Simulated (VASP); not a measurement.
# CdTe (Fm-3m) in VASP: further runs, part 2 of 2

VASP 6.6.1. The steps go on from the part before.

## (3) Electric field gradients, r2SCAN (volume scaled by 0.75)

POSCAR reads:

```
CdTe
1.0
    0.0000000000      2.7861582968      2.7861582968
    2.7861582968      0.0000000000      2.7861582968
    2.7861582968      2.7861582968      0.0000000000
Cd Te
1 1
Direct
    0.0000000000      0.0000000000      0.0000000000
    0.5000000000      0.5000000000      0.5000000000
```

INCAR.step1 reads:

```
PREC     = Accurate       # precision mode
ENCUT    = 520            # plane-wave cutoff, eV
ISMEAR   = -1             # smearing method
SIGMA    = 0.05           # smearing width, eV
LREAL    = False          # projectors in reciprocal space
LASPH    = True           # aspherical terms in the spheres
NELM     = 80             # most SCF steps
NBANDS   = 16             # bands
GGA      = PE             # functional
ALGO     = Normal         # electronic algorithm
EDIFF    = 1E-4           # SCF threshold, eV
LWAVE    = True           # write WAVECAR
LCHARG   = False          # write CHGCAR
```

INCAR.step2 reads:

```
PREC     = Accurate       # precision mode
ENCUT    = 520            # plane-wave cutoff, eV
EDIFF    = 1E-8           # SCF threshold, eV
ISMEAR   = -1             # smearing method
SIGMA    = 0.05           # smearing width, eV
LREAL    = False          # projectors in reciprocal space
LASPH    = True           # aspherical terms in the spheres
NELM     = 80             # most SCF steps
ALGO     = Normal         # electronic algorithm
ISIF     = 2              # what is computed and relaxed
LWAVE    = False          # write WAVECAR
LCHARG   = False          # write CHGCAR
METAGGA  = R2SCAN         # meta-GGA
LMIXTAU  = True         
LEFG     = True         
NBANDS   = 16             # bands
ISTART   = 1
```

KPOINTS reads:

```
regular mesh
0
Gamma
  10 10 10
```

Potentials or basis: VASP PAW PBE potentials, release 64 (Cd, Te).

On the command line:

```
> cat potpaw_PBE.64/Cd/POTCAR potpaw_PBE.64/Te/POTCAR > POTCAR
> cp INCAR.step1 INCAR
> mpirun -np 1 vasp_std > vasp.out
> cp INCAR.step2 INCAR
> mpirun -np 1 vasp_std > vasp.out
```

OUTCAR:

```text
PREC = Accurate
   ENCUT = 520
   EDIFF = 1E-8
   ISMEAR = -1
   LREAL = False
   LASPH = True
   NELM = 80
   ISIF = 2
   METAGGA = R2SCAN
   ISTART = 1

 ion  position               nearest neighbor table
   1  0.000  0.000  0.000-   2 2.79   2 2.79   2 2.79   2 2.79   2 2.79   2 2.79
   2  0.500  0.500  0.500-   1 2.79   1 2.79   1 2.79   1 2.79   1 2.79   1 2.79

  LATTYP: Found a face centered cubic cell.
 ALAT       =     5.5723165936

  Lattice vectors:

 A1 = (   0.0000000000,   2.7861582968,   2.7861582968)
 A2 = (   2.7861582968,   0.0000000000,   2.7861582968)
 A3 = (   2.7861582968,   2.7861582968,   0.0000000000)

Analysis of symmetry for initial positions (statically):
=====================================================================
 Subroutine PRICEL returns:
 Original cell was already a primitive cell.

 Routine SETGRP: Setting up the symmetry group for a
 face centered cubic supercell.

 Subroutine GETGRP returns: Found 48 space group operations
 (whereof 48 operations were pure point group operations)
 out of a pool of 48 trial point group operations.

The static configuration has the point symmetry O_h .

Analysis of symmetry for dynamics (positions and initial velocities):
=====================================================================
 Subroutine PRICEL returns:
 Original cell was already a primitive cell.

 Routine SETGRP: Setting up the symmetry group for a
 face centered cubic supercell.

 Subroutine GETGRP returns: Found 48 space group operations
 (whereof 48 operations were pure point group operations)
 out of a pool of 48 trial point group operations.

The dynamic configuration has the point symmetry O_h .

 Subroutine INISYM returns: Found 48 space group operations
 (whereof 48 operations are pure point group operations),
 and found     1 'primitive' translations

----------------------------------------------------------------------------------------

                                     Primitive cell

  volume of cell :      43.2561

  direct lattice vectors                    reciprocal lattice vectors
     0.000000000  2.786158297  2.786158297    -0.179458576  0.179458576  0.179458576
     2.786158297  0.000000000  2.786158297     0.179458576 -0.179458576  0.179458576
     2.786158297  2.786158297  0.000000000     0.179458576  0.179458576 -0.179458576

  length of vectors
     3.940222850  3.940222850  3.940222850     0.310831371  0.310831371  0.310831371

  position of ions in fractional coordinates (direct lattice)
     0.000000000  0.000000000  0.000000000
     0.500000000  0.500000000  0.500000000

  ion indices of the primitive-cell ions
   primitive index   ion index
                 1           1
                 2           2

----------------------------------------------------------------------------------------

 KPOINTS: regular mesh

Automatic generation of k-mesh.
 Grid dimensions read from file:
 generate k-points for:   10   10   10

 Generating k-lattice:

[... 63 lines left out ...]
   EDIFFG = 0.1E-06   stopping-criterion for IOM
   NSW    =      0    number of steps for IOM
   IBRION =     -1    ionic relax: 0-MD 1-quasi-New 2-CG
   NFREE  =      0    steps in history (QN), initial steepest desc. (CG)
   ISIF   =      2    stress and relaxation
   ISYM   =      2    0-nonsym 1-usesym 2-fastsym
   POTIM  = 0.5000    time-step for ionic-motion
   TEBEG  =    0.0;   TEEND  =   0.0 temperature during run
   PSTRESS=    0.0 pullay stress
   NELECT =      18.0000    total number of electrons
   NUPDOWN=      -1.0000    fix difference up-down
   EMIN   =  10.00;   EMAX   =-10.00  energy-range for DOS
   EFERMI =   0.00;   METHOD = LEGACY
   ISMEAR =    -1;   SIGMA  =   0.05  broadening in eV -4-tet -1-fermi 0-gaus
   EFERMI_NEDOS =   21; number of points for ismear=-14 and -15
   IALGO  =     38    algorithm
   IMIX   =      4    mixing-type and parameters
     AMIX     =   0.40;   BMIX     =  1.00
     AMIX_MAG =   1.60;   BMIX_MAG =  1.00
  volume/ion in A,a.u.               =      21.63       145.95
  Fermi-wavevector in a.u.,A,eV,Ry     =   1.222221  2.309664 20.324725  1.493825
  Thomas-Fermi vector in A             =   2.357376
   LORBIT       =      0    0 simple, 1 ext, 2 COOP (PROOUT), +10 PAW based schemes
   METAGGA = R2SCAN    functional components
   LHFCALC =     F    Hartree Fock is set to
   AEXX    =    0.0000 exact exchange contribution
   IVDW    =     0    specifies the selected vdW correction
   LEPSILON=     F    determine dielectric tensor
   LRPA    =     F    only Hartree local field effects (RPA)
 non-spin polarized calculation
  energy-cutoff  :      520.00
  volume of cell :       43.26
 maximum number of plane-waves:      1211
 NGX is ok and might be reduce to    30
   NGX = 15   NGY = 15   NGZ = 15

 number of electron      17.9999999 magnetization

 Free energy of the ion-electron system (eV)
  ---------------------------------------------------
  ext. energy  EPLUGINS =         0.00000000
  ---------------------------------------------------
  free energy    TOTEN  =       -45.45007715 eV

  energy without entropy =      -45.44532550  energy(sigma->0) =      -45.44770133

 E-fermi :   7.1444     XC(G=0): -11.6502

 val. band max:        7.1112228523   @ k =   0.5000   0.0000   0.0000
 cond. band min:       7.1877001859   @ k =  -0.3000   0.1000   0.0000
 fundamental gap:      0.0764773336
 Fermi energy:         7.1444191706

 k-point     1 :       0.0000    0.0000    0.0000
  band No.  band energies     occupation
      1      -7.1298      2.00000
      2      -2.5183      2.00000
      3      -2.5183      2.00000
      4      -2.4502      2.00000
      5      -2.4502      2.00000
      6      -2.4502      2.00000
[... 433 lines left out ...]
      3      -2.4863      2.00000
      4      -2.3626      2.00000
      5      -2.2482      2.00000
      6      -2.1355      2.00000
[... 8 lines left out ...]
     15      20.2863      0.00000
     16      20.8593      0.00000

 [... further k-points ...]
[... 5 lines left out ...]
  --------------------------------------------------------------------------------------
  -------------------------------------------------------------------------------------
  Total        7.2745634      7.2745634      7.2745634      0.0000000      0.0000000     -0.0000000
  in kB      269.4450174    269.4450174    269.4450174      0.0000000      0.0000000     -0.0000000
  external PRESSURE =     269.4450174 kB  Pullay stress =       0.0000000 kB

 VOLUME and BASIS-vectors are now :
 -----------------------------------------------------------------------------
  energy-cutoff  :      520.00
  volume of cell :       43.26
      direct lattice vectors                 reciprocal lattice vectors
     0.000000000  2.786158297  2.786158297    -0.179458576  0.179458576  0.179458576
     2.786158297  0.000000000  2.786158297     0.179458576 -0.179458576  0.179458576
     2.786158297  2.786158297  0.000000000     0.179458576  0.179458576 -0.179458576

 POSITION                                       TOTAL-FORCE (eV/Angst)
 -----------------------------------------------------------------------------------
      0.00000      0.00000      0.00000         0.000000      0.000000     -0.000000
      2.78616      2.78616      2.78616         0.000000     -0.000000      0.000000
 -----------------------------------------------------------------------------------
    total drift:                               -0.000000      0.000000      0.000000

  FREE ENERGIE OF THE ION-ELECTRON SYSTEM (eV)
  ---------------------------------------------------
  free  energy   TOTEN  =       -45.4500771540 eV

  energy  without entropy=      -45.4453255031  energy(sigma->0) =      -45.44770133

 Electric field gradients (V/A^2)
---------------------------------------------------------------------
 ion       V_xx      V_yy      V_zz      V_xy      V_xz      V_yz
---------------------------------------------------------------------
   1      -0.000    -0.000     0.000     0.001     0.001     0.001
   2       0.000    -0.000     0.000    -0.000    -0.000    -0.000
---------------------------------------------------------------------

 Electric field gradients after diagonalization (V/A^2)
 (convention: |V_zz| > |V_xx| > |V_yy|)
----------------------------------------------------------------------
 ion       V_xx      V_yy      V_zz     asymmetry (V_yy - V_xx)/ V_zz
----------------------------------------------------------------------
   1      -0.001    -0.001     0.002       0.000
   2       0.000     0.000    -0.000       0.000
----------------------------------------------------------------------

           NMR quadrupolar parameters

 Cq : quadrupolar parameter    Cq=e*Q*V_zz/h
 eta: asymmetry parameters     (V_yy - V_xx)/ V_zz
 Q  : nuclear electric quadrupole moment in mb (millibarn)
----------------------------------------------------------------------
 ion       Cq(MHz)       eta       Q (mb)
----------------------------------------------------------------------
   1       0.000       0.000       1.000
   2      -0.000       0.000       1.000
----------------------------------------------------------------------
```

Wall time 1.8 min (1 thread of AMD EPYC 9R45 (Zen 5), shared host); peak memory 0.16 GiB.

Results:

```yaml
Free_energy: -45.4501 eV
Pressure: 26.9 GPa
Band_gap_on_the_k_mesh: zero (band 9 reaches 7.21 eV, above the bottom of band 10 at 5.83 eV)
```

Levels at points of the mesh, in eV from the Fermi level:
```csv
k point,band 6,band 7,band 8,band 9,band 10,band 11,band 12,band 13
"(0.00, 0.00, 0.00)",-9.59,-0.95,-0.95,-0.95,2.61,7.48,7.48,7.48
"(0.50, 0.00, 0.00)",-9.41,-7.03,-0.03,-0.03,2.97,3.96,3.96,6.58
"(0.50, 0.50, 0.00)",-7.90,-6.32,-3.41,-3.41,-1.31,3.92,11.66,11.66
```

Caveat: without QUAD_EFG the Cq values of the log hold for a quadrupole moment of 1 mb, not for the nuclei; the PAW data sets were made with another functional, which shifts forces and pressure a little; spin-orbit coupling is left out, which moves the levels of the heavy elements.

## (4) Electric field gradients, r2SCAN (volume scaled by 0.85)

POSCAR reads:

```
CdTe
1.0
    0.0000000000      2.9048586745      2.9048586745
    2.9048586745      0.0000000000      2.9048586745
    2.9048586745      2.9048586745      0.0000000000
Cd Te
1 1
Direct
    0.0000000000      0.0000000000      0.0000000000
    0.5000000000      0.5000000000      0.5000000000
```

INCAR.step1 reads:

```
SYSTEM = CdTe
  ALGO = Normal
  EDIFF = 1E-4
  ENCUT = 520
  GGA = PE
  ISMEAR = -1
  LASPH = .True.
  LCHARG = .False.
  LREAL = .False.
  LWAVE = .True.
  NBANDS = 16
  NELM = 100
  PREC = Accurate
  SIGMA = 0.05
```

INCAR.step2 reads:

```
SYSTEM = CdTe
  ALGO = Normal
  EDIFF = 1E-8
  ENCUT = 520
  ISIF = 2
  ISMEAR = -1
  ISTART = 1
  LASPH = .True.
  LCHARG = .False.
  LEFG = .True.
  LMIXTAU = .True.
  LREAL = .False.
  LWAVE = .False.
  METAGGA = R2SCAN
  NBANDS = 16
  NELM = 100
  PREC = Accurate
  SIGMA = 0.05
```

KPOINTS reads:

```
k-points
0
Gamma
  10 10 10
  0 0 0
```

Potentials or basis: VASP PAW PBE potentials, release 64 (Cd, Te).

On the command line:

```
> cat potpaw_PBE.64/Cd/POTCAR potpaw_PBE.64/Te/POTCAR > POTCAR
> cp INCAR.step1 INCAR
> mpirun -np 1 vasp_std > vasp.out
> cp INCAR.step2 INCAR
> mpirun -np 1 vasp_std > vasp.out
```

OUTCAR:

```text
SYSTEM = CdTe
   EDIFF = 1E-8
   ENCUT = 520
   ISIF = 2
   ISMEAR = -1
   ISTART = 1
   LASPH = .True.
   LREAL = .False.
   METAGGA = R2SCAN
   NELM = 100
   PREC = Accurate

 ion  position               nearest neighbor table
   1  0.000  0.000  0.000-   2 2.90   2 2.90   2 2.90   2 2.90   2 2.90   2 2.90
   2  0.500  0.500  0.500-   1 2.90   1 2.90   1 2.90   1 2.90   1 2.90   1 2.90

  LATTYP: Found a face centered cubic cell.
 ALAT       =     5.8097173490

  Lattice vectors:

 A1 = (   0.0000000000,   2.9048586745,   2.9048586745)
 A2 = (   2.9048586745,   0.0000000000,   2.9048586745)
 A3 = (   2.9048586745,   2.9048586745,   0.0000000000)

Analysis of symmetry for initial positions (statically):
=====================================================================
 Subroutine PRICEL returns:
 Original cell was already a primitive cell.

 Routine SETGRP: Setting up the symmetry group for a
 face centered cubic supercell.

 Subroutine GETGRP returns: Found 48 space group operations
 (whereof 48 operations were pure point group operations)
 out of a pool of 48 trial point group operations.

The static configuration has the point symmetry O_h .

Analysis of symmetry for dynamics (positions and initial velocities):
=====================================================================
 Subroutine PRICEL returns:
 Original cell was already a primitive cell.

 Routine SETGRP: Setting up the symmetry group for a
 face centered cubic supercell.

 Subroutine GETGRP returns: Found 48 space group operations
 (whereof 48 operations were pure point group operations)
 out of a pool of 48 trial point group operations.

The dynamic configuration has the point symmetry O_h .

 Subroutine INISYM returns: Found 48 space group operations
[... 149 lines left out ...]
 Fermi energy:         5.4575881724

 k-point     1 :       0.0000    0.0000    0.0000
  band No.  band energies     occupation
      1      -7.6306      2.00000
      2      -3.6420      2.00000
      3      -3.6420      2.00000
      4      -3.5832      2.00000
      5      -3.5832      2.00000
      6      -3.5832      2.00000
[... 433 lines left out ...]
      3      -3.6166      2.00000
      4      -3.4846      2.00000
      5      -3.4416      2.00000
      6      -3.2796      2.00000
[... 8 lines left out ...]
     15      18.1934      0.00000
     16      18.7801      0.00000

 [... further k-points ...]
[... 5 lines left out ...]
  --------------------------------------------------------------------------------------
  -------------------------------------------------------------------------------------
  Total        3.2374702      3.2374702      3.2374702      0.0000000      0.0000000      0.0000000
  in kB      105.8062560    105.8062560    105.8062560      0.0000000      0.0000000      0.0000000
  external PRESSURE =     105.8062560 kB  Pullay stress =       0.0000000 kB

 VOLUME and BASIS-vectors are now :
 -----------------------------------------------------------------------------
  energy-cutoff  :      520.00
  volume of cell :       49.02
      direct lattice vectors                 reciprocal lattice vectors
     0.000000000  2.904858674  2.904858674    -0.172125413  0.172125413  0.172125413
     2.904858674  0.000000000  2.904858674     0.172125413 -0.172125413  0.172125413
     2.904858674  2.904858674  0.000000000     0.172125413  0.172125413 -0.172125413

 POSITION                                       TOTAL-FORCE (eV/Angst)
 -----------------------------------------------------------------------------------
      0.00000      0.00000      0.00000         0.000000     -0.000000      0.000000
      2.90486      2.90486      2.90486         0.000000      0.000000     -0.000000
 -----------------------------------------------------------------------------------
    total drift:                                0.000000     -0.000000     -0.000000

  FREE ENERGIE OF THE ION-ELECTRON SYSTEM (eV)
  ---------------------------------------------------
  free  energy   TOTEN  =       -46.0952608365 eV

  energy  without entropy=      -46.0901178835  energy(sigma->0) =      -46.09268936

 Electric field gradients (V/A^2)
---------------------------------------------------------------------
 ion       V_xx      V_yy      V_zz      V_xy      V_xz      V_yz
---------------------------------------------------------------------
   1      -0.000    -0.000    -0.000     0.002     0.002     0.002
   2       0.000     0.000    -0.000    -0.000    -0.000    -0.000
---------------------------------------------------------------------

 Electric field gradients after diagonalization (V/A^2)
 (convention: |V_zz| > |V_xx| > |V_yy|)
----------------------------------------------------------------------
 ion       V_xx      V_yy      V_zz     asymmetry (V_yy - V_xx)/ V_zz
----------------------------------------------------------------------
   1      -0.002    -0.002     0.004       0.000
   2       0.000     0.000    -0.000       0.000
----------------------------------------------------------------------

           NMR quadrupolar parameters

 Cq : quadrupolar parameter    Cq=e*Q*V_zz/h
 eta: asymmetry parameters     (V_yy - V_xx)/ V_zz
 Q  : nuclear electric quadrupole moment in mb (millibarn)
----------------------------------------------------------------------
 ion       Cq(MHz)       eta       Q (mb)
----------------------------------------------------------------------
   1       0.000       0.000       1.000
   2      -0.000       0.000       1.000
----------------------------------------------------------------------
```

OUTCAR.step1:

```text
SYSTEM = CdTe
   EDIFF = 1E-4
   ENCUT = 520
   GGA = PE
   ISMEAR = -1
   LASPH = .True.
   LREAL = .False.
[... 675 lines left out ...]
      0.00000      0.00000      0.00000         0.000000      0.000000      0.000000
      2.90486      2.90486      2.90486        -0.000000     -0.000000     -0.000000
 -----------------------------------------------------------------------------------
    total drift:                                0.000000     -0.000000     -0.000000

  FREE ENERGIE OF THE ION-ELECTRON SYSTEM (eV)
  ---------------------------------------------------
  free  energy   TOTEN  =        -4.1984236188 eV

  energy  without entropy=       -4.1911791016  energy(sigma->0) =       -4.19480136
```

OSZICAR.step1:

```text
N       E                     dE             d eps       ncg     rms          rms(c)
DAV:   1     0.101230284198E+03    0.10123E+03   -0.86984E+03  1552   0.102E+03
DAV:   2    -0.122618265132E+01   -0.10246E+03   -0.97020E+02  1800   0.244E+02
DAV:   3    -0.442000945851E+01   -0.31938E+01   -0.31857E+01  1848   0.443E+01
DAV:   4    -0.444033542385E+01   -0.20326E-01   -0.20325E-01  1912   0.333E+00
DAV:   5    -0.444065629108E+01   -0.32087E-03   -0.32087E-03  1872   0.361E-01    0.782E+00
DAV:   6    -0.421516957690E+01    0.22549E+00   -0.36980E-01  1864   0.828E+00    0.609E+00
DAV:   7    -0.419852446313E+01    0.16645E-01   -0.11262E-01  1792   0.240E+00    0.200E+00
DAV:   8    -0.419841328517E+01    0.11118E-03   -0.13113E-02  1680   0.140E+00    0.514E-01
DAV:   9    -0.419844099746E+01   -0.27712E-04   -0.10460E-03  1936   0.414E-01    0.947E-02
DAV:  10    -0.419842361883E+01    0.17379E-04   -0.10659E-04  1240   0.137E-01
   1 F= -.41984236E+01 E0= -.41948014E+01  d E =-.724452E-02
```

Wall time 2.2 min (1 thread of AMD EPYC 9R45 (Zen 5), shared host); peak memory 0.18 GiB.

Results:

```
Free energy            : -46.0953 eV
Pressure               : 10.6 GPa
Band gap on the k mesh : zero (band 9 reaches 5.51 eV, above the bottom of band 10 at 4.32 eV)
```

Caveat: without QUAD_EFG the Cq values of the log hold for a quadrupole moment of 1 mb, not for the nuclei; the PAW data sets were made with another functional, which shifts forces and pressure a little; spin-orbit coupling is left out, which moves the levels of the heavy elements.

## (5) The runs side by side

```csv
cell,gap on the mesh (eV),pressure (GPa)
"a = 3.757 Å, angles 60.0°, 2 atoms",none,58.3
"a = 3.940 Å, angles 60.0°, 2 atoms",none,26.9
"a = 4.108 Å, angles 60.0°, 2 atoms",none,10.6
```

Alike in all rows: task electric field gradients; level r2SCAN; potentials or basis VASP PAW PBE potentials, release 64 (Cd, Te); no spin polarisation; k mesh 10 × 10 × 10; cutoff (eV) 520; smearing fermi-dirac 0.05 eV.

Caveats: the PAW data sets were made with another functional, which shifts forces and pressure a little; spin-orbit coupling is left out, which moves the levels of the heavy elements.

Absolute energies hang on the potentials; compare differences alone.
